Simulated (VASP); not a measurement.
# TaN (P1) in VASP: single point with PBE

Aim: the single point of TaN with PBE.

Everything below comes from runs of VASP 6.6.1. Logs are shortened: lines on timing, memory, paths and dates and some standing lists are left out, and cuts for length are marked.

## Step 1: The cell of the first run

The typed cell holds 6 atoms: a = 5.197 Å, b = 5.129 Å, c = 2.912 Å, α = 89.36°, β = 88.27°, γ = 118.70°.

## Step 2: Single point, PBE (equal xy, yz and zx shear strains of +3 %)

Input file INCAR:

```
ALGO     = Normal         # electronic algorithm
EDIFF    = 1E-6           # SCF threshold, eV
ENCUT    = 520            # plane-wave cutoff, eV
GGA      = PE             # functional
ISIF     = 2              # what is computed and relaxed
ISMEAR   = -1             # smearing method
LASPH    = True           # aspherical terms in the spheres
LCHARG   = True           # write CHGCAR
LELF     = True           # ELF
LREAL    = False          # projectors in reciprocal space
LVHAR    = True         
LWAVE    = False          # write WAVECAR
NBANDS   = 33             # bands
NELM     = 60             # most SCF steps
PREC     = Accurate       # precision mode
SIGMA    = 0.01           # smearing width, eV
```

Input file KPOINTS:

```
k-points
0
Gamma
  6 6 9
```

Input file POSCAR:

```
TaN
1.0
    5.1960008669      0.0779400130      0.0779400130
   -2.5305024022      4.4608987423      0.0285280247
    0.0436650000      0.0436650000      2.9110000000
Ta N
3 3
Direct
    0.3333333333      0.6666666667      0.5000000000
    0.6666666667      0.3333333333      0.5000000000
    0.0000000000      0.0000000000      0.0000000000
    0.3928500000      0.0000000000      0.0000000000
    0.6071500000      0.6071500000      0.0000000000
    0.0000000000      0.3928500000      0.0000000000
```

Potentials or basis: VASP PAW PBE potentials, release 64 (Ta_pv, N).

Launch:

```
cat potpaw_PBE.64/Ta_pv/POTCAR potpaw_PBE.64/N/POTCAR > POTCAR
mpirun -np 1 vasp_std > vasp.out
```

OUTCAR:

```text
EDIFF = 1E-6
   ENCUT = 520
   GGA = PE
   ISIF = 2
   ISMEAR = -1
   LASPH = True
   LREAL = False
   NELM = 60
   PREC = Accurate

 ion  position               nearest neighbor table
   1  0.333  0.667  0.500-   5 2.13   4 2.13   6 2.14   4 2.17   5 2.18   6 2.23   2 2.96   2 3.00
                             2 3.04   3 3.28   3 3.30   3 3.31   3 3.32   3 3.37   3 3.42
   2  0.667  0.333  0.500-   6 2.13   4 2.13   5 2.14   5 2.15   6 2.21   4 2.22   1 2.96   1 3.00
                             1 3.04   3 3.28   3 3.30   3 3.31   3 3.32   3 3.37   3 3.42
   3  0.000  0.000  0.000-   6 2.01   4 2.04   5 2.07   2 3.28   1 3.28   1 3.30   2 3.30   2 3.31
                             1 3.31   2 3.32   1 3.32   2 3.37   1 3.37   2 3.42   1 3.42
   4  0.393  0.000  0.000-   3 2.04   1 2.13   2 2.13   1 2.17   2 2.22
   5  0.607  0.607  0.000-   3 2.07   1 2.13   2 2.14   2 2.15   1 2.18
   6  0.000  0.393  0.000-   3 2.01   2 2.13   1 2.14   2 2.21   1 2.23

  LATTYP: Found a triclinic cell.
 ALAT       =     5.8799633121
 B/A-ratio  =     0.4951824946
 C/A-ratio  =     0.8722384758
 COS(alpha) =     0.0112057054
 COS(beta)  =     0.4299509864
 COS(gamma) =     0.4684793005

  Lattice vectors:

 A1 = (  -5.1523358669,  -0.0342750130,   2.8330599870)
 A2 = (   0.0436650000,   0.0436650000,   2.9110000000)
 A3 = (  -2.5305024022,   4.4608987423,   0.0285280247)

Analysis of symmetry for initial positions (statically):
=====================================================================
 Subroutine PRICEL returns:
 Original cell was already a primitive cell.

 Routine SETGRP: Setting up the symmetry group for a
 triclinic supercell.

 Subroutine GETGRP returns: Found  1 space group operations
 (whereof  1 operations were pure point group operations)
 out of a pool of  2 trial point group operations.

The static configuration has the point symmetry C_1 .

Analysis of symmetry for dynamics (positions and initial velocities):
=====================================================================
 Subroutine PRICEL returns:
 Original cell was already a primitive cell.

 Routine SETGRP: Setting up the symmetry group for a
 triclinic supercell.

 Subroutine GETGRP returns: Found  1 space group operations
 (whereof  1 operations were pure point group operations)
 out of a pool of  2 trial point group operations.

The dynamic configuration has the point symmetry C_1 .

 Subroutine INISYM returns: Found  1 space group operations
 (whereof  1 operations are pure point group operations),
 and found     1 'primitive' translations

----------------------------------------------------------------------------------------

                                     Primitive cell

  volume of cell :      68.0175

  direct lattice vectors                    reciprocal lattice vectors
     5.196000867  0.077940013  0.077940013     0.190898254  0.108318202 -0.004488247
    -2.530502402  4.460898742  0.028528025    -0.003285625  0.222327273 -0.003285625
     0.043665000  0.043665000  2.911000000    -0.005078969 -0.005078969  0.343676931

  length of vectors
     5.197169836  5.128730237  2.911654901     0.219533871  0.222375823  0.343751982

  position of ions in fractional coordinates (direct lattice)
     0.333333333  0.666666667  0.500000000
     0.666666667  0.333333333  0.500000000
     0.000000000  0.000000000  0.000000000
     0.392850000  1.000000000  0.000000000
     0.607150000  0.607150000  0.000000000
     1.000000000  0.392850000  1.000000000

  ion indices of the primitive-cell ions
   primitive index   ion index
                 1           1
                 2           2
                 3           3
                 4           4
                 5           5
                 6           6

----------------------------------------------------------------------------------------

 KPOINTS: k-points

Automatic generation of k-mesh.
 Grid dimensions read from file:
 generate k-points for:    6    6    9

 Generating k-lattice:

  Cartesian coordinates                     Fractional coordinates (reciprocal lattice)
     0.031816376  0.018053034 -0.000748041     0.166666667  0.000000000  0.000000000
    -0.000547604  0.037054545 -0.000547604     0.000000000  0.166666667  0.000000000
    -0.000564330 -0.000564330  0.038186326     0.000000000 -0.000000000  0.111111111

  Length of vectors
     0.036588978  0.037062637  0.038194665

  Shift w.r.t. Gamma in fractional coordinates (k-lattice)
     0.000000000  0.000000000  0.000000000

 Subroutine IBZKPT returns following result:
 ===========================================

 Found    164 irreducible k-points:

 Following reciprocal coordinates:
            Coordinates               Weight
  0.000000  0.000000  0.000000      1.000000
  0.166667 -0.000000  0.000000      2.000000
  0.333333  0.000000  0.000000      2.000000
  0.500000 -0.000000  0.000000      1.000000
  0.000000  0.166667  0.000000      2.000000
  0.166667  0.166667  0.000000      2.000000
[... 16 lines left out ...]
  0.333333  0.000000  0.111111      2.000000
  0.500000 -0.000000  0.111111      2.000000
 [... further k-points ...]
   k-points           NKPTS =    164   k-points in BZ     NKDIM =    164   number of bands    NBANDS=     33
   number of dos      NEDOS =    301   number of ions     NIONS =      6
   total plane-waves  NPLWV =  38400
   dimension x,y,z NGX =    40 NGY =   40 NGZ =   24
   dimension x,y,z NGXF=    80 NGYF=   80 NGZF=   48
   ions per type =               3   3
   NGX,Y,Z   is equivalent  to a cutoff of  12.80, 12.97, 13.70 a.u.
   NGXF,Y,Z  is equivalent  to a cutoff of  25.59, 25.93, 27.41 a.u.
 SYSTEM =  unknown system
   PREC   = accura    normal or accurate (medium, high low for compatibility)
   ISTART =      0    job   : 0-new  1-cont  2-samecut
   ICHARG =      2    charge: 1-file 2-atom 10-const
   ISPIN  =      1    spin polarized calculation?
   LNONCOLLINEAR =      F non collinear calculations
   LSORBIT =      F    spin-orbit coupling
   LASPH  =      T    aspherical Exc in radial PAW
   ENCUT  =  520.0 eV  38.22 Ry    6.18 a.u.   9.66  9.54  5.41*2*pi/ulx,y,z
   NELM   =     60;   NELMIN=  2; NELMDL= -5     # of ELM steps
   EDIFF  = 0.1E-05   stopping-criterion for ELM
   LREAL  =      F    real-space projection
   EDIFFG = 0.1E-04   stopping-criterion for IOM
   NSW    =      0    number of steps for IOM
   IBRION =     -1    ionic relax: 0-MD 1-quasi-New 2-CG
   NFREE  =      0    steps in history (QN), initial steepest desc. (CG)
   ISIF   =      2    stress and relaxation
   ISYM   =      2    0-nonsym 1-usesym 2-fastsym
   POTIM  = 0.5000    time-step for ionic-motion
   TEBEG  =    0.0;   TEEND  =   0.0 temperature during run
   PSTRESS=    0.0 pullay stress
   NELECT =      48.0000    total number of electrons
   NUPDOWN=      -1.0000    fix difference up-down
   EMIN   =  10.00;   EMAX   =-10.00  energy-range for DOS
   EFERMI =   0.00;   METHOD = LEGACY
   ISMEAR =    -1;   SIGMA  =   0.01  broadening in eV -4-tet -1-fermi 0-gaus
   EFERMI_NEDOS =   21; number of points for ismear=-14 and -15
   IALGO  =     38    algorithm
   IMIX   =      4    mixing-type and parameters
     AMIX     =   0.40;   BMIX     =  1.00
     AMIX_MAG =   1.60;   BMIX_MAG =  1.00
  volume/ion in A,a.u.               =      11.34        76.50
  Fermi-wavevector in a.u.,A,eV,Ry     =   1.457521  2.754316 28.903788  2.124368
  Thomas-Fermi vector in A             =   2.574313
   LORBIT       =      0    0 simple, 1 ext, 2 COOP (PROOUT), +10 PAW based schemes
   GGA     = PE    functional components
   LHFCALC =     F    Hartree Fock is set to
   AEXX    =    0.0000 exact exchange contribution
   IVDW    =     0    specifies the selected vdW correction
   LEPSILON=     F    determine dielectric tensor
   LRPA    =     F    only Hartree local field effects (RPA)
 non-spin polarized calculation
  energy-cutoff  :      520.00
  volume of cell :       68.02
 maximum number of plane-waves:      1847
 NGX is ok and might be reduce to    40
   NGX = 19   NGY = 19   NGZ = 11

 number of electron      48.0000001 magnetization

 Free energy of the ion-electron system (eV)
  ---------------------------------------------------
  ext. energy  EPLUGINS =         0.00000000
  ---------------------------------------------------
  free energy    TOTEN  =       -67.35446800 eV

  energy without entropy =      -67.35423936  energy(sigma->0) =      -67.35435368

 E-fermi :   8.3153     XC(G=0): -13.0074

 val. band max:        8.3012468432   @ k =  -0.1667   0.1667   0.2222
 cond. band min:       8.3465683586   @ k =  -0.1667   0.1667   0.3333
 fundamental gap:      0.0453215154
 Fermi energy:         8.3153329883

 k-point     1 :       0.0000    0.0000    0.0000
  band No.  band energies     occupation
      1     -27.8985      2.00000
      2     -27.8878      2.00000
      3     -27.5500      2.00000
      4     -27.5313      2.00000
      5     -27.3679      2.00000
      6     -27.2611      2.00000
[... 25 lines left out ...]
     32      11.5702      0.00000
     33      11.5985      0.00000

 k-point     2 :       0.1667   -0.0000    0.0000
  band No.  band energies     occupation
      1     -27.9194      2.00000
      2     -27.8775      2.00000
      3     -27.5400      2.00000
      4     -27.5013      2.00000
      5     -27.3617      2.00000
      6     -27.2669      2.00000
[... 25 lines left out ...]
     32      11.5277      0.00000
     33      11.8631      0.00000

 k-point     3 :       0.3333    0.0000    0.0000
  band No.  band energies     occupation
      1     -27.9562      2.00000
      2     -27.8277      2.00000
      3     -27.5665      2.00000
      4     -27.4460      2.00000
      5     -27.3462      2.00000
      6     -27.2815      2.00000
[... 25 lines left out ...]
     32      12.1478      0.00000
     33      12.2372      0.00000

 k-point     4 :       0.5000   -0.0000    0.0000
  band No.  band energies     occupation
      1     -27.9724      2.00000
      2     -27.7701      2.00000
      3     -27.6244      2.00000
      4     -27.4191      2.00000
      5     -27.3350      2.00000
      6     -27.2920      2.00000
[... 25 lines left out ...]
     32      12.0118      0.00000
     33      12.5628      0.00000

 k-point     5 :       0.0000    0.1667    0.0000
  band No.  band energies     occupation
      1     -27.9175      2.00000
      2     -27.8845      2.00000
      3     -27.5298      2.00000
      4     -27.5040      2.00000
      5     -27.3612      2.00000
      6     -27.2675      2.00000
[... 604 lines left out ...]
 k-point    22 :       0.1667   -0.0000    0.1111
  band No.  band energies     occupation
      1     -27.8990      2.00000
      2     -27.8597      2.00000
      3     -27.5286      2.00000
      4     -27.4879      2.00000
      5     -27.4687      2.00000
      6     -27.3627      2.00000
[... 25 lines left out ...]
     32      11.7172      0.00000
     33      11.7788      0.00000

 k-point    23 :       0.3333    0.0000    0.1111
  band No.  band energies     occupation
      1     -27.9337      2.00000
      2     -27.8128      2.00000
      3     -27.5554      2.00000
      4     -27.4563      2.00000
      5     -27.4354      2.00000
      6     -27.3796      2.00000
[... 25 lines left out ...]
     32      12.1198      0.00000
     33      12.2375      0.00000

 k-point    24 :       0.5000   -0.0000    0.1111
  band No.  band energies     occupation
      1     -27.9505      2.00000
      2     -27.7566      2.00000
      3     -27.6133      2.00000
      4     -27.4454      2.00000
      5     -27.4075      2.00000
      6     -27.3882      2.00000
[... 25 lines left out ...]
     32      12.2005      0.00000
     33      12.4086      0.00000

 [... further k-points ...]
[... 5 lines left out ...]
  --------------------------------------------------------------------------------------
  -------------------------------------------------------------------------------------
  Total        2.9179997      2.9078351      2.4633240     -2.3818303     -2.4593348     -2.4340850
  in kB       68.7345143     68.4950847     58.0244670    -56.1048545    -57.9305020    -57.3357336
  external PRESSURE =      65.0846887 kB  Pullay stress =       0.0000000 kB

 VOLUME and BASIS-vectors are now :
 -----------------------------------------------------------------------------
  energy-cutoff  :      520.00
  volume of cell :       68.02
      direct lattice vectors                 reciprocal lattice vectors
     5.196000867  0.077940013  0.077940013     0.190898254  0.108318202 -0.004488247
    -2.530502402  4.460898742  0.028528025    -0.003285625  0.222327273 -0.003285625
     0.043665000  0.043665000  2.911000000    -0.005078969 -0.005078969  0.343676931

 POSITION                                       TOTAL-FORCE (eV/Angst)
 -----------------------------------------------------------------------------------
      0.06683      3.02174      1.50050        -0.138495     -0.095225      0.067731
      2.64233      1.56076      1.51697         0.142633     -0.113893      0.026355
      0.00000      0.00000      0.00000         0.025737     -0.419824     -0.000840
      2.04125      0.03062      0.03062         0.014239      0.134789      0.072302
      1.61836      2.75576      0.06464         0.043024      0.202143     -0.170421
     -0.99411      1.75246      0.01121        -0.087139      0.292010      0.004874
 -----------------------------------------------------------------------------------
    total drift:                                0.000047      0.000092      0.000005

  FREE ENERGIE OF THE ION-ELECTRON SYSTEM (eV)
  ---------------------------------------------------
  free  energy   TOTEN  =       -67.3544680016 eV

  energy  without entropy=      -67.3542393583  energy(sigma->0) =      -67.35435368
```

It took 4.4 min on 1 thread of Intel Xeon Platinum 8488C (Sapphire Rapids), shared host; peak memory 0.39 GiB.

Results:

```
Free energy            : -67.3545 eV
Pressure               : 6.5 GPa
Largest force          : 0.421 eV/Å
Band gap on the k mesh : zero (bands 24 and 25 overlap by 2.92 eV)
```

Forces on the atoms (eV/Å):
```
Ta  -0.138 -0.095  0.068
Ta   0.143 -0.114  0.026
Ta   0.026 -0.420 -0.001
N    0.014  0.135  0.072
N    0.043  0.202 -0.170
N   -0.087  0.292  0.005
```

Caveat: the cell differs from its parent crystal (equal xy, yz and zx shear strains of +3 %); the cell stands under pressure; spin-orbit coupling is left out, which moves the levels of the heavy elements.

The gap in the log of VASP goes by the Fermi energy; the results here count the filled bands.